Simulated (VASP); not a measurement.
# Hg (I4_1/amd) in VASP: further runs, part 2 of 2

VASP 6.6.1. The steps go on from the part before.

### 4 Single point, PBE (27.21 Å³/atom)

This run uses another cell than the first one, of 27.21 Å³/atom.

Contents of INCAR:

```
  PREC = Accurate
  ENCUT = 520
  EDIFF = 1E-6
  ISMEAR = 0
  SIGMA = 0.1
  LREAL = False
  LASPH = True
  NELM = 80
  ALGO = Fast
  ISIF = 2
  LWAVE = False
  LCHARG = False
  GGA = PE
  NBANDS = 19
```

Contents of KPOINTS:

```
regular mesh
0
Gamma
  16 16 16
```

Contents of POSCAR:

```
Hg
1.0
   -2.9441026586      2.9441026586      1.5697796067
    2.9441026586     -2.9441026586      1.5697796067
    2.9441026586      2.9441026586     -1.5697796067
Hg
2
Direct
    0.7500000000      0.2500000000      0.5000000000
    0.0000000000      0.0000000000      0.0000000000
```

Potentials or basis: VASP PAW PBE potentials, release 64 (Hg).

Launch:

```
$ cat potpaw_PBE.64/Hg/POTCAR > POTCAR
$ mpirun -np 1 vasp_std > vasp.out
```

OUTCAR:

```text
PREC = Accurate
   ENCUT = 520
   EDIFF = 1E-6
   ISMEAR = 0
   LREAL = False
   LASPH = True
   NELM = 80
   ISIF = 2
   GGA = PE

 ion  position               nearest neighbor table
   1  0.750  0.250  0.500-   2 3.05   2 3.05   2 3.05   2 3.05   2 3.77   2 3.77   2 3.77   2 3.77

   2  0.000  0.000  0.000-   1 3.05   1 3.05   1 3.05   1 3.05   1 3.77   1 3.77   1 3.77   1 3.77

  LATTYP: Found a body centered tetragonal cell.
 ALAT       =     5.8882053172
 C/A-ratio  =     0.5331945889

  Lattice vectors:

 A1 = (  -2.9441026586,   2.9441026586,   1.5697796067)
 A2 = (   2.9441026586,  -2.9441026586,   1.5697796067)
 A3 = (   2.9441026586,   2.9441026586,  -1.5697796067)

Analysis of symmetry for initial positions (statically):
=====================================================================
 Subroutine PRICEL returns:
 Original cell was already a primitive cell.

 Routine SETGRP: Setting up the symmetry group for a
 body centered tetragonal supercell.

 Subroutine GETGRP returns: Found 16 space group operations
 (whereof  8 operations were pure point group operations)
 out of a pool of 16 trial point group operations.

The static configuration has the point symmetry D_2d.
 The point group associated with its full space group is D_4h.

Analysis of symmetry for dynamics (positions and initial velocities):
=====================================================================
 Subroutine PRICEL returns:
 Original cell was already a primitive cell.

 Routine SETGRP: Setting up the symmetry group for a
 body centered tetragonal supercell.

 Subroutine GETGRP returns: Found 16 space group operations
 (whereof  8 operations were pure point group operations)
 out of a pool of 16 trial point group operations.

The dynamic configuration has the point symmetry D_2d.
 The point group associated with its full space group is D_4h.

 Subroutine INISYM returns: Found 16 space group operations
 (whereof  8 operations are pure point group operations),
 and found     1 'primitive' translations
[... 113 lines left out ...]
   IMIX   =      4    mixing-type and parameters
     AMIX     =   0.40;   BMIX     =  1.00
     AMIX_MAG =   1.60;   BMIX_MAG =  1.00
  volume/ion in A,a.u.               =      27.21       183.64
  Fermi-wavevector in a.u.,A,eV,Ry     =   1.246074  2.354738 21.125761  1.552700
  Thomas-Fermi vector in A             =   2.380267
   LORBIT       =      0    0 simple, 1 ext, 2 COOP (PROOUT), +10 PAW based schemes
   GGA     = PE    functional components
   LHFCALC =     F    Hartree Fock is set to
   AEXX    =    0.0000 exact exchange contribution
   IVDW    =     0    specifies the selected vdW correction
   LEPSILON=     F    determine dielectric tensor
   LRPA    =     F    only Hartree local field effects (RPA)
 non-spin polarized calculation
 RMM-DIIS sequential band-by-band and
 Gauss-broadening in eV      SIGMA  =   0.10
  energy-cutoff  :      520.00
  volume of cell :       54.43
 maximum number of plane-waves:      1486
 NGX is ok and might be reduce to    36
   NGX = 17   NGY = 17   NGZ = 17

 number of electron      24.0000000 magnetization

 Free energy of the ion-electron system (eV)
  ---------------------------------------------------
  ext. energy  EPLUGINS =         0.00000000
  ---------------------------------------------------
  free energy    TOTEN  =        -0.32303235 eV

  energy without entropy =       -0.32033578  energy(sigma->0) =       -0.32168406

 E-fermi :   1.8536     XC(G=0): -10.0353

 val. band max:        1.8441582844   @ k =  -0.1250   0.0625   0.0000
 cond. band min:       1.8548197561   @ k =  -0.3750  -0.3750   0.3750
 fundamental gap:      0.0106614717
 Fermi energy:         1.8536234128

 k-point     1 :       0.0000    0.0000    0.0000
  band No.  band energies     occupation
      1      -6.3685      2.00000
      2      -5.8198      2.00000
      3      -5.7010      2.00000
      4      -5.5769      2.00000
      5      -5.4788      2.00000
      6      -4.4436      2.00000
[... 505 lines left out ...]
      6      -4.4499      2.00000
[... 11 lines left out ...]
     18      14.6048      0.00000
     19      14.6307      0.00000

 [... further k-points ...]

------------------------ aborting loop because EDIFF is reached ----------------------------------------

  FORCE on cell =-STRESS in cart. coord.  units (eV):
  Direction    XX          YY          ZZ          XY          YZ          ZX
  --------------------------------------------------------------------------------------
  -------------------------------------------------------------------------------------
  Total        0.5223799      0.5223799      0.4795793      0.0000000     -0.0000000      0.0000000
  in kB       15.3777385     15.3777385     14.1177809      0.0000000     -0.0000000      0.0000000
  external PRESSURE =      14.9577527 kB  Pullay stress =       0.0000000 kB

 VOLUME and BASIS-vectors are now :
 -----------------------------------------------------------------------------
  energy-cutoff  :      520.00
  volume of cell :       54.43
      direct lattice vectors                 reciprocal lattice vectors
    -2.944102659  2.944102659  1.569779607     0.000000000  0.169831034  0.318516050
     2.944102659 -2.944102659  1.569779607     0.169831034  0.000000000  0.318516050
     2.944102659  2.944102659 -1.569779607     0.169831034  0.169831034  0.000000000

 POSITION                                       TOTAL-FORCE (eV/Angst)
 -----------------------------------------------------------------------------------
      0.00000      2.94410      0.78489         0.000000     -0.000000     -0.000000
      0.00000      0.00000      0.00000        -0.000000      0.000000      0.000000
 -----------------------------------------------------------------------------------
    total drift:                               -0.000000      0.000000     -0.000000

  FREE ENERGIE OF THE ION-ELECTRON SYSTEM (eV)
  ---------------------------------------------------
  free  energy   TOTEN  =        -0.3230323460 eV

  energy  without entropy=       -0.3203357750  energy(sigma->0) =       -0.32168406
```

OSZICAR:

```text
N       E                     dE             d eps       ncg     rms          rms(c)
DAV:   1     0.180687329536E+03    0.18069E+03   -0.12357E+04 13326   0.120E+03
DAV:   2     0.391762359664E+01   -0.17677E+03   -0.16788E+03 13736   0.311E+02
DAV:   3    -0.373208895512E+00   -0.42908E+01   -0.42796E+01 15303   0.539E+01
DAV:   4    -0.380614824318E+00   -0.74059E-02   -0.74051E-02 14123   0.222E+00
DAV:   5    -0.380628965096E+00   -0.14141E-04   -0.14141E-04 14561   0.907E-02    0.397E+00
RMM:   6    -0.326479434468E+00    0.54150E-01   -0.12009E-01 13300   0.289E+00    0.308E+00
RMM:   7    -0.322948381985E+00    0.35311E-02   -0.21565E-02 13683   0.983E-01    0.134E+00
RMM:   8    -0.322973109765E+00   -0.24728E-04   -0.27587E-03 13885   0.625E-01    0.814E-02
RMM:   9    -0.323011084658E+00   -0.37975E-04   -0.22895E-04 14570   0.126E-01    0.434E-02
RMM:  10    -0.323032952975E+00   -0.21868E-04   -0.62664E-05 14088   0.897E-02    0.106E-02
RMM:  11    -0.323032345960E+00    0.60701E-06   -0.43697E-06 13999   0.183E-02
   1 F= -.32303235E+00 E0= -.32168406E+00  d E =-.269657E-02
```

stdout:

```text
POSCAR found type information on POSCAR Hg
 POSCAR found :  1 types and       2 ions
 scaLAPACK will be used
 LDA part: xc-table for (Slater+PW92), standard interpolation
 POSCAR, INCAR and KPOINTS ok, starting setup
 FFT: planning ... GRIDC
 FFT: planning ... GRID_SOFT
 FFT: planning ... GRID
 WAVECAR not read
 entering main loop
```

Wall time 2.1 min (1 thread of Intel Xeon 6975P-C (Granite Rapids), shared host); peak memory 0.43 GiB.

What came out:

- Free energy: -0.3230 eV
- Pressure: 1.5 GPa
- Band gap on the k mesh: zero (bands 12 and 13 overlap by 3.82 eV)

Caveat: spin-orbit coupling is left out, which moves the levels of the heavy elements.

### 5 Summary

| cell | gap on the mesh (eV) | pressure (GPa) |
| --- | --- | --- |
| a = 4.357 Å, angles 97.1, 97.1, 138.8°, 2 atoms | none | 3.8 |
| a = 4.403 Å, angles 97.1, 97.1, 138.8°, 2 atoms | none | 2.5 |
| a = 4.450 Å, angles 97.1, 97.1, 138.7°, 2 atoms | none | 1.5 |

Alike in all rows: task single point; level PBE; potentials or basis VASP PAW PBE potentials, release 64 (Hg); no spin polarisation; k mesh 16 × 16 × 16; cutoff (eV) 520; smearing gaussian 0.1 eV.

Caveats: spin-orbit coupling is left out, which moves the levels of the heavy elements; the cell stands under pressure (at least some runs).

Absolute energies hang on the potentials; compare differences alone.
